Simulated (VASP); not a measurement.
# Al7Cu (Fm-3m) in VASP: notebook, part 2 of 2

VASP 6.6.1. Earlier steps stand in the parts before.

## Step 4: Single point, PBE

Contents of INCAR:

```
SYSTEM = Al7Cu
ALGO = Normal
EDIFF = 1E-7
ENCUT = 520
GGA = PE
ISIF = 2
ISMEAR = 0
LASPH = .TRUE.
LCHARG = .TRUE.
LELF = .TRUE.
LREAL = .FALSE.
LVHAR = .TRUE.
LWAVE = .FALSE.
NBANDS = 26
NELM = 100
PREC = Accurate
SIGMA = 0.1
```

Contents of KPOINTS:

```
k-points
0
G
  8 8 8
  0 0 0
```

Contents of POSCAR:

```
Al7Cu
1.0
    0.0000000000      3.9797636000      3.9797636000
    3.9797636000      0.0000000000      3.9797636000
    3.9797636000      3.9797636000      0.0000000000
Al Cu
7 1
Direct
    0.5000000000      0.0000000000      0.0000000000
    0.0000000000      0.5000000000      0.5000000000
    0.0000000000      0.5000000000      0.0000000000
    0.5000000000      0.0000000000      0.5000000000
    0.0000000000      0.0000000000      0.5000000000
    0.5000000000      0.5000000000      0.0000000000
    0.0000000000      0.0000000000      0.0000000000
    0.5000000000      0.5000000000      0.5000000000
```

Potentials or basis: VASP PAW PBE potentials, release 64 (Al, Cu).

Started as:

```console
cat potpaw_PBE.64/Al/POTCAR potpaw_PBE.64/Cu/POTCAR > POTCAR
mpirun -np 1 vasp_std > vasp.out
```

OUTCAR:

```text
SYSTEM = Al7Cu
   EDIFF = 1E-7
   ENCUT = 520
   GGA = PE
   ISIF = 2
   ISMEAR = 0
   LASPH = .TRUE.
   LREAL = .FALSE.
   NELM = 100
   PREC = Accurate

 ion  position               nearest neighbor table
   1  0.500  0.000  0.000-   4 2.81   6 2.81   7 2.81   4 2.81   5 2.81   8 2.81   3 2.81   6 2.81
                             8 2.81   3 2.81   5 2.81   7 2.81
   2  0.000  0.500  0.500-   3 2.81   5 2.81   8 2.81   3 2.81   6 2.81   7 2.81   4 2.81   5 2.81
                             7 2.81   4 2.81   6 2.81   8 2.81
   3  0.000  0.500  0.000-   2 2.81   6 2.81   7 2.81   2 2.81   5 2.81   8 2.81   1 2.81   5 2.81
                             7 2.81   1 2.81   6 2.81   8 2.81
   4  0.500  0.000  0.500-   1 2.81   5 2.81   8 2.81   1 2.81   6 2.81   7 2.81   2 2.81   6 2.81
                             8 2.81   2 2.81   5 2.81   7 2.81
   5  0.000  0.000  0.500-   2 2.81   4 2.81   7 2.81   1 2.81   3 2.81   7 2.81   2 2.81   3 2.81
                             8 2.81   1 2.81   4 2.81   8 2.81
   6  0.500  0.500  0.000-   1 2.81   3 2.81   8 2.81   2 2.81   4 2.81   8 2.81   1 2.81   4 2.81
                             7 2.81   2 2.81   3 2.81   7 2.81
   7  0.000  0.000  0.000-   1 2.81   3 2.81   5 2.81   2 2.81   4 2.81   5 2.81   2 2.81   3 2.81
                             6 2.81   1 2.81   4 2.81   6 2.81
   8  0.500  0.500  0.500-   2 2.81   4 2.81   6 2.81   1 2.81   3 2.81   6 2.81   1 2.81   4 2.81
                             5 2.81   2 2.81   3 2.81   5 2.81

  LATTYP: Found a face centered cubic cell.
 ALAT       =     7.9595272000

  Lattice vectors:

 A1 = (   0.0000000000,   3.9797636000,   3.9797636000)
 A2 = (   3.9797636000,   0.0000000000,   3.9797636000)
 A3 = (   3.9797636000,   3.9797636000,   0.0000000000)

Analysis of symmetry for initial positions (statically):
=====================================================================
 Subroutine PRICEL returns:
 Original cell was already a primitive cell.

 Routine SETGRP: Setting up the symmetry group for a
 face centered cubic supercell.

 Subroutine GETGRP returns: Found 48 space group operations
 (whereof 48 operations were pure point group operations)
 out of a pool of 48 trial point group operations.

The static configuration has the point symmetry O_h .

Analysis of symmetry for dynamics (positions and initial velocities):
=====================================================================
 Subroutine PRICEL returns:
 Original cell was already a primitive cell.

 Routine SETGRP: Setting up the symmetry group for a
 face centered cubic supercell.

 Subroutine GETGRP returns: Found 48 space group operations
 (whereof 48 operations were pure point group operations)
 out of a pool of 48 trial point group operations.

The dynamic configuration has the point symmetry O_h .

 Subroutine INISYM returns: Found 48 space group operations
 (whereof 48 operations are pure point group operations),
 and found     1 'primitive' translations

----------------------------------------------------------------------------------------

                                     Primitive cell

  volume of cell :     126.0671

  direct lattice vectors                    reciprocal lattice vectors
     0.000000000  3.979763600  3.979763600    -0.125635603  0.125635603  0.125635603
     3.979763600  0.000000000  3.979763600     0.125635603 -0.125635603  0.125635603
     3.979763600  3.979763600  0.000000000     0.125635603  0.125635603 -0.125635603
[... 79 lines left out ...]
   number of dos      NEDOS =    301   number of ions     NIONS =      8
   total plane-waves  NPLWV =  74088
   dimension x,y,z NGX =    42 NGY =   42 NGZ =   42
   dimension x,y,z NGXF=    84 NGYF=   84 NGZF=   84
   ions per type =               7   1
   NGX,Y,Z   is equivalent  to a cutoff of  12.41, 12.41, 12.41 a.u.
   NGXF,Y,Z  is equivalent  to a cutoff of  24.81, 24.81, 24.81 a.u.
 SYSTEM =  Al7Cu
   PREC   = accura    normal or accurate (medium, high low for compatibility)
   ISTART =      0    job   : 0-new  1-cont  2-samecut
   ICHARG =      2    charge: 1-file 2-atom 10-const
   ISPIN  =      1    spin polarized calculation?
   LNONCOLLINEAR =      F non collinear calculations
   LSORBIT =      F    spin-orbit coupling
   LASPH  =      T    aspherical Exc in radial PAW
   ENCUT  =  520.0 eV  38.22 Ry    6.18 a.u.  10.46 10.46 10.46*2*pi/ulx,y,z
   NELM   =    100;   NELMIN=  2; NELMDL= -5     # of ELM steps
   EDIFF  = 0.1E-06   stopping-criterion for ELM
   LREAL  =      F    real-space projection
   EDIFFG = 0.1E-05   stopping-criterion for IOM
   NSW    =      0    number of steps for IOM
   IBRION =     -1    ionic relax: 0-MD 1-quasi-New 2-CG
   NFREE  =      0    steps in history (QN), initial steepest desc. (CG)
   ISIF   =      2    stress and relaxation
   ISYM   =      2    0-nonsym 1-usesym 2-fastsym
   POTIM  = 0.5000    time-step for ionic-motion
   TEBEG  =    0.0;   TEEND  =   0.0 temperature during run
   PSTRESS=    0.0 pullay stress
   NELECT =      32.0000    total number of electrons
   NUPDOWN=      -1.0000    fix difference up-down
   EMIN   =  10.00;   EMAX   =-10.00  energy-range for DOS
   EFERMI =   0.00;   METHOD = LEGACY
   ISMEAR =     0;   SIGMA  =   0.10  broadening in eV -4-tet -1-fermi 0-gaus
   EFERMI_NEDOS =   21; number of points for ismear=-14 and -15
   IALGO  =     38    algorithm
   IMIX   =      4    mixing-type and parameters
     AMIX     =   0.40;   BMIX     =  1.00
     AMIX_MAG =   1.60;   BMIX_MAG =  1.00
  volume/ion in A,a.u.               =      15.76       106.34
  Fermi-wavevector in a.u.,A,eV,Ry     =   1.036551  1.958798 14.618630  1.074439
  Thomas-Fermi vector in A             =   2.170948
   LORBIT       =      0    0 simple, 1 ext, 2 COOP (PROOUT), +10 PAW based schemes
   GGA     = PE    functional components
   LHFCALC =     F    Hartree Fock is set to
   AEXX    =    0.0000 exact exchange contribution
   IVDW    =     0    specifies the selected vdW correction
   LEPSILON=     F    determine dielectric tensor
   LRPA    =     F    only Hartree local field effects (RPA)
 non-spin polarized calculation
 Gauss-broadening in eV      SIGMA  =   0.10
  energy-cutoff  :      520.00
  volume of cell :      126.07
 maximum number of plane-waves:      3479
 NGX is ok and might be reduce to    42
   NGX = 21   NGY = 21   NGZ = 21

 number of electron      32.0000013 magnetization

 Free energy of the ion-electron system (eV)
  ---------------------------------------------------
  ext. energy  EPLUGINS =         0.00000000
  ---------------------------------------------------
  free energy    TOTEN  =       -30.08836326 eV

  energy without entropy =      -30.07558002  energy(sigma->0) =      -30.08197164

 E-fermi :   8.0770     XC(G=0): -10.4695

 val. band max:        8.0688206236   @ k =   0.3750   0.2500   0.1250
 cond. band min:       8.0818119501   @ k =   0.1250   0.0000   0.0000
 fundamental gap:      0.0129913265
 Fermi energy:         8.0770246676

 k-point     1 :       0.0000    0.0000    0.0000
  band No.  band energies     occupation
      1      -3.0286      2.00000
      2       3.2443      2.00000
      3       3.2443      2.00000
      4       3.2443      2.00000
      5       3.3554      2.00000
      6       3.7454      2.00000
[... 685 lines left out ...]
     25      13.0609      0.00000
     26      13.0985      0.00000

 [... further k-points ...]

------------------------ aborting loop because EDIFF is reached ----------------------------------------

  FORCE on cell =-STRESS in cart. coord.  units (eV):
  Direction    XX          YY          ZZ          XY          YZ          ZX
  --------------------------------------------------------------------------------------
  -------------------------------------------------------------------------------------
  Total        0.0851029      0.0851029      0.0851029      0.0000000     -0.0000000     -0.0000000
  in kB        1.0815666      1.0815666      1.0815666      0.0000000     -0.0000000     -0.0000000
  external PRESSURE =       1.0815666 kB  Pullay stress =       0.0000000 kB

 VOLUME and BASIS-vectors are now :
 -----------------------------------------------------------------------------
  energy-cutoff  :      520.00
  volume of cell :      126.07
      direct lattice vectors                 reciprocal lattice vectors
     0.000000000  3.979763600  3.979763600    -0.125635603  0.125635603  0.125635603
     3.979763600  0.000000000  3.979763600     0.125635603 -0.125635603  0.125635603
     3.979763600  3.979763600  0.000000000     0.125635603  0.125635603 -0.125635603

 POSITION                                       TOTAL-FORCE (eV/Angst)
 -----------------------------------------------------------------------------------
      0.00000      1.98988      1.98988         0.000000      0.000000      0.000000
      3.97976      1.98988      1.98988         0.000000      0.000000      0.000000
      1.98988      0.00000      1.98988         0.000000      0.000000      0.000000
      1.98988      3.97976      1.98988         0.000000      0.000000      0.000000
      1.98988      1.98988      0.00000         0.000000      0.000000      0.000000
      1.98988      1.98988      3.97976         0.000000      0.000000      0.000000
      0.00000      0.00000      0.00000         0.000000      0.000000      0.000000
      3.97976      3.97976      3.97976        -0.000000     -0.000000     -0.000000
 -----------------------------------------------------------------------------------
    total drift:                               -0.000000     -0.000000      0.000000

  FREE ENERGIE OF THE ION-ELECTRON SYSTEM (eV)
  ---------------------------------------------------
  free  energy   TOTEN  =       -30.0883632638 eV

  energy  without entropy=      -30.0755800176  energy(sigma->0) =      -30.08197164
```

It took 97 s on 1 thread of AMD EPYC 9R45 (Zen 5), shared host; peak memory 0.26 GiB.

Results:

```yaml
Free_energy: -30.0884 eV
Pressure: 0.1 GPa
Band_gap_on_the_k_mesh: zero (band 16 reaches 8.99 eV, above the bottom of band 17 at 5.57 eV)
```

## Step 5: Summary

```tsv
k mesh	smearing	gap on the mesh (eV)	pressure (GPa)
4 × 4 × 4	gaussian 0.1 eV	none	-0.3
6 × 6 × 6	gaussian 0.2 eV	none	-0.2
8 × 8 × 8	gaussian 0.1 eV	none	0.1
```

Alike in all rows: task single point; level PBE; potentials or basis VASP PAW PBE potentials, release 64 (Al, Cu); no spin polarisation; cell as given; cutoff (eV) 520.

Every run on the cell as given and a fine mesh finds a metal.

Total energies depend on the potentials used, so only differences within one code and one set of settings carry meaning.
